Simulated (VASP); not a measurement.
## CdSe: single point with PBE

Crystal: CdSe.

```
Cd Se
1.0
     4.36243    0.00000    0.00000
    -2.18121    3.77797    0.00000
     0.00000    0.00000    7.04443
Cd Se
2 2
Direct
  0.33333 0.66667 0.99848
  0.66667 0.33333 0.49848
  0.33333 0.66667 0.37652
  0.66667 0.33333 0.87652
```

This cell differs from its parent crystal: epitaxial xy strain +0.5%.

| Property | Result |
| --- | --- |
| Program | VASP 6.6.1 |
| Task | single point |
| Functional | PBE |
| Potentials or basis | VASP PAW PBE potentials, release 64 (Cd, Se) |
| Cutoff | 520 eV |
| k mesh | 12 × 12 × 4 |
| Occupations | fermi-dirac, width 0.02 eV |
| Spin | no spin polarisation |
| Dipole correction | no |
| Further INCAR settings | ALGO = Normal; EDIFF = 1e-07; NBANDS = 26 |

```yaml
Pressure: 1.5 GPa
Band_gap_on_the_k_mesh: 0.61 eV
```

Stress tensor (GPa, compression positive):
```
1.30 0.00 0.00
0.00 1.30 0.00
0.00 0.00 1.76
```

Levels at points of the mesh, in eV from the valence-band top:
```csv
k point,band 16,band 17,band 18,band 19,band 20,band 21
"(0.00, 0.00, 0.00)",0.00,0.00,0.00,0.61,2.11,5.83
"(0.50, 0.00, 0.00)",-1.77,-1.23,-0.71,3.18,3.30,4.84
"(0.00, 0.00, 0.50)",-0.38,-0.38,-0.38,2.30,2.30,5.84
"(0.50, 0.00, 0.50)",-1.28,-1.24,-1.24,2.95,2.95,4.85
```

It took 68 s on 1 thread of AMD EPYC 9R45 96-Core Processor (Zen 5) (shared host), peak memory 0.28 GiB.

Caveat: the cell differs from its parent crystal (epitaxial xy strain +0.5%); semilocal functionals underestimate gaps, and a narrow one can read as zero.
